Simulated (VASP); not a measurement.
# Cu (P6_3/mmc) in VASP: further runs, part 2 of 2

VASP 6.6.1. Earlier steps stand in the parts before.

### Step 3. Relaxation of cell and atoms, PBEsol+D3(BJ)

Contents of INCAR:

```
PREC     = Accurate       # precision mode
ENCUT    = 600            # plane-wave cutoff, eV
EDIFF    = 1E-6           # SCF threshold, eV
ISMEAR   = -1             # smearing method
SIGMA    = 0.05           # smearing width, eV
LREAL    = False          # projectors in reciprocal space
LASPH    = True           # aspherical terms in the spheres
NELM     = 100            # most SCF steps
ALGO     = Fast           # electronic algorithm
ISIF     = 3              # what is computed and relaxed
LWAVE    = False          # write WAVECAR
LCHARG   = False          # write CHGCAR
GGA      = PS             # functional
IVDW     = 12             # dispersion correction
IBRION   = 2              # ionic algorithm
NSW      = 60             # ionic steps
EDIFFG   = -0.01          # ionic threshold
```

Contents of KPOINTS:

```
Automatic mesh
0
Gamma
  12 12 7
```

Contents of POSCAR:

```
Cu
1.0
    2.5340966698      0.0000000000      0.0000000000
   -1.2670483349      2.1945920917      0.0000000000
    0.0000000000      0.0000000000      4.1125710000
Cu
2
Direct
    0.6666666667      0.3333333333      0.7500000000
    0.3333333333      0.6666666667      0.2500000000
```

Potentials or basis: VASP PAW PBE potentials, release 64 (Cu).

Command:

```bash
> cat potpaw_PBE.64/Cu/POTCAR > POTCAR
> mpirun -np 1 vasp_std > vasp.out
```

OUTCAR:

```text
PREC = Accurate
   ENCUT = 600
   EDIFF = 1E-6
   ISMEAR = -1
   LREAL = False
   LASPH = True
   NELM = 100
   ISIF = 3
   GGA = PS
   IVDW = 12
   IBRION = 2
   NSW = 60
   EDIFFG = -0.01
 IVDW          = 12

 ion  position               nearest neighbor table
   1  0.667  0.333  0.750-   2 2.52   2 2.52   2 2.52   2 2.52   2 2.52   2 2.52
   2  0.333  0.667  0.250-   1 2.52   1 2.52   1 2.52   1 2.52   1 2.52   1 2.52

  LATTYP: Found a hexagonal cell.
 ALAT       =     2.5340966698
 C/A-ratio  =     1.6228942838

  Lattice vectors:

 A1 = (   2.5340966698,   0.0000000000,   0.0000000000)
 A2 = (  -1.2670483349,   2.1945920917,   0.0000000000)
 A3 = (   0.0000000000,   0.0000000000,   4.1125710000)

Analysis of symmetry for initial positions (statically):
[... 422 lines left out ...]
  free energy    TOTEN  =        -8.56096100 eV

  energy without entropy =       -8.55317571  energy(sigma->0) =       -8.55706836

 E-fermi :   8.4279     XC(G=0): -13.4008

 val. band max:        8.4238089946   @ k =   0.3333   0.1667   0.2857
 cond. band min:       8.4517576481   @ k =   0.5000  -0.0000   0.0000
 fundamental gap:      0.0279486535
 Fermi energy:         8.4279033961

 k-point     1 :       0.0000    0.0000    0.0000
  band No.  band energies     occupation
      1      -1.5694      2.00000
      2       2.8940      2.00000
      3       5.1871      2.00000
      4       5.2453      2.00000
      5       5.2453      2.00000
      6       5.4869      2.00000
      7       5.4869      2.00000
      8       5.7976      2.00000
      9       5.7976      2.00000
     10       6.6566      2.00000
     11       6.6566      2.00000
     12       7.2152      2.00000
     13      12.6952      0.00000
     14      30.4419      0.00000
[... 401 lines left out ...]
      2       3.6994      2.00000
      3       3.9977      2.00000
      4       4.6476      2.00000
      5       5.2366      2.00000
      6       5.3385      2.00000
      7       5.5981      2.00000
      8       6.3794      2.00000
      9       6.4160      2.00000
     10       6.4411      2.00000
     11       6.7670      2.00000
     12      11.2035      0.00000
     13      15.6467      0.00000
     14      16.8644      0.00000
     15      22.4265      0.00000

 [... further k-points ...]

------------------------ aborting loop because EDIFF is reached ----------------------------------------

 Edisp (eV)   -1.13994

 E8    (eV) :    -0.7437
[... 25 lines left out ...]
  FREE ENERGIE OF THE ION-ELECTRON SYSTEM (eV)
  ---------------------------------------------------
  free  energy   TOTEN  =        -9.7009011095 eV

  energy  without entropy=       -9.6931158265  energy(sigma->0) =       -9.69700847

 reached required accuracy - stopping structural energy minimisation
```

OSZICAR:

```text
N       E                     dE             d eps       ncg     rms          rms(c)
DAV:   1     0.127851716261E+03    0.12785E+03   -0.11690E+04  2344   0.291E+03
[... 65 lines left out ...]
   6 F= -.97008960E+01 E0= -.96970085E+01  d E =-.580568E-04
       N       E                     dE             d eps       ncg     rms          rms(c)
DAV:   1    -0.856098443877E+01    0.12826E-04   -0.75014E-04  2651   0.307E-01    0.330E-02
RMM:   2    -0.856096823958E+01    0.16199E-04   -0.17353E-05  2276   0.823E-02    0.192E-02
RMM:   3    -0.856096224788E+01    0.59917E-05   -0.12032E-05  2280   0.647E-02    0.105E-02
RMM:   4    -0.856096078617E+01    0.14617E-05   -0.65511E-06  2165   0.414E-02    0.623E-04
RMM:   5    -0.856096099713E+01   -0.21096E-06   -0.20039E-06  1374   0.143E-02
   7 F= -.97009011E+01 E0= -.96970085E+01  d E =-.631294E-04
```

CONTCAR:

```text
Cu
   1.00000000000000
     2.4888516127005862    0.0000000000000000    0.0000000000000000
    -1.2444258063502931    2.1554087228558214    0.0000000000000000
     0.0000000000000000    0.0000000000000000    4.0515308598314173
  Cu
     2
Direct
     0.6666666667000030    0.3333333332999970    0.7500000000000000
     0.3333333332999970    0.6666666667000030    0.2500000000000000

  0.00000000E+00  0.00000000E+00  0.00000000E+00
  0.00000000E+00  0.00000000E+00  0.00000000E+00
```

Run time: 1.7 min. Hardware: 1 thread of Intel Xeon Platinum 8488C (Sapphire Rapids), shared host; peak memory 0.17 GiB.

Results:

* Free energy: -9.7009 eV
* Relaxed volume: 10.87 Å³/atom
* Relaxed cell: a = 2.489 Å, b = 2.489 Å, c = 4.052 Å, α = 90.00°, β = 90.00°, γ = 120.00°
* Space group after relaxing (to 0.05 Å): P6_3/mmc (No. 194)
* Energy gained by relaxing: 15.4 meV/atom
* Ionic steps: 7
* Pressure after relaxing: 0.0 GPa
* Band gap on the k mesh: zero (band 11 reaches 12.64 eV, above the bottom of band 12 at 6.49 eV)
* Dispersion energy per atom: -0.570 eV

Step by step:
```tsv
step	energy change (eV)	largest force (eV/Å)	pressure (GPa)	volume (Å³)
1	0.0000	0.0000	-7.68	22.87
2	-0.0190	0.0000	7.47	21.10
3	-0.0306	0.0000	0.07	21.72
4	-0.0306	0.0000	-0.28	21.74
5	-0.0307	0.0000	-0.98	21.74
6	-0.0307	0.0000	0.23	21.74
7	-0.0307	0.0000	-0.03	21.73
```

Final structure:
```
CELL_PARAMETERS angstrom
2.48885 0.00000 0.00000
-1.24443 2.15541 0.00000
0.00000 0.00000 4.05153
ATOMIC_POSITIONS crystal
Cu 0.66667 0.33333 0.75000
Cu 0.33333 0.66667 0.25000
```

Levels at points of the mesh, in eV from the Fermi level:
```tsv
k point	band 9	band 10	band 11	band 12	band 13	band 14
(0.00, 0.00, 0.00)	-2.63	-1.77	-1.77	-1.21	4.27	22.01
(0.50, 0.00, 0.00)	-1.61	-1.55	0.02	1.75	8.18	8.67
```

Caveat: the PAW data sets were made with another functional, which shifts forces and pressure a little; pairwise dispersion overbinds metals, which lowers pressure and volume.

### Step 4. Relaxation of cell and atoms, PBEsol+D4

Contents of INCAR:

```
PREC = Accurate ; ENCUT = 600
EDIFF = 1E-7 ; ISMEAR = -1
SIGMA = 0.05 ; LREAL = F
LASPH = T ; NELM = 100
ALGO = Normal ; ISIF = 3
LWAVE = F ; LCHARG = F
GGA = PS ; IVDW = 13
IBRION = 2 ; NSW = 60
EDIFFG = -0.01
```

KPOINTS is that of step 3.

POSCAR is that of step 3.

Command:

```bash
> cat potpaw_PBE.64/Cu/POTCAR > POTCAR
> mpirun -np 1 vasp_std > vasp.out
```

Run time: 75 s. Hardware: 1 thread of Intel Xeon Platinum 8488C (Sapphire Rapids), shared host; peak memory 0.16 GiB.

It converged, with:

```yaml
Free_energy: -9.2651 eV
Relaxed_volume: 11.10 Å³/atom
Relaxed_cell: a = 2.508 Å, b = 2.508 Å, c = 4.078 Å, α = 90.00°, β = 90.00°, γ = 120.00°
Space_group_after_relaxing_to_0.05_Å: P6_3/mmc (No. 194)
Energy_gained_by_relaxing: 5.2 meV/atom
Ionic_steps: 4
Pressure_after_relaxing: 0.0 GPa
Band_gap_on_the_k_mesh: zero (band 11 reaches 12.29 eV, above the bottom of band 12 at 6.23 eV)
Dispersion_energy_per_atom: -0.343 eV
```

Stress tensor (GPa, compression positive):
```
-0.05  0.00  0.00
 0.00 -0.05  0.00
 0.00  0.00  0.14
```

The path:
```csv
step,energy change (eV),largest force (eV/Å),pressure (GPa),volume (Å³)
1,0.0000,0.0000,-4.82,22.87
2,-0.0051,0.0000,3.80,21.75
3,-0.0104,0.0000,0.01,22.20
4,-0.0104,0.0000,0.02,22.20
```

Final structure:
```yaml
crystal:
  lattice:
    - [2.50757, 0.00000, 0.00000]
    - [-1.25378, 2.17162, 0.00000]
    - [0.00000, 0.00000, 4.07760]
  atoms:
    - { symbol: Cu, position: [0.66667, 0.33333, 0.75000] }
    - { symbol: Cu, position: [0.33333, 0.66667, 0.25000] }
```

Levels at points of the mesh, in eV from the Fermi level:
| k point | band 7 | band 8 | band 9 | band 10 | band 11 | band 12 | band 13 | band 14 | band 15 |
| --- | --- | --- | --- | --- | --- | --- | --- | --- | --- |
| (0.00, 0.00, 0.00) | -2.87 | -2.58 | -2.58 | -1.74 | -1.74 | -1.13 | 4.17 | 21.83 | 22.60 |
| (0.50, 0.00, 0.00) | -2.84 | -1.64 | -1.58 | -1.53 | 0.03 | 1.70 | 8.08 | 8.54 | 11.11 |

Caveat: the PAW data sets were made with another functional, which shifts forces and pressure a little; pairwise dispersion overbinds metals, which lowers pressure and volume.

### Step 5. Overview

```tsv
task	level	cell	cutoff (eV)	gap on the mesh (eV)	pressure (GPa)	relaxed volume (Å³/atom)
single point	PBEsol+D3(BJ)	as given	520	none	-8.4	-
relaxation of cell and atoms	PBEsol+D3(BJ)	relaxed	600	none	0.0	10.87
relaxation of cell and atoms	PBEsol+D4	relaxed	600	none	0.0	11.10
```

Alike in all rows: potentials or basis VASP PAW PBE potentials, release 64 (Cu); no spin polarisation; k mesh 12 × 12 × 7; smearing fermi-dirac 0.05 eV.

Caveats: the PAW data sets were made with another functional, which shifts forces and pressure a little; pairwise dispersion overbinds metals, which lowers pressure and volume; three body term missing (some runs).

Absolute energies hang on the potentials; compare differences alone.
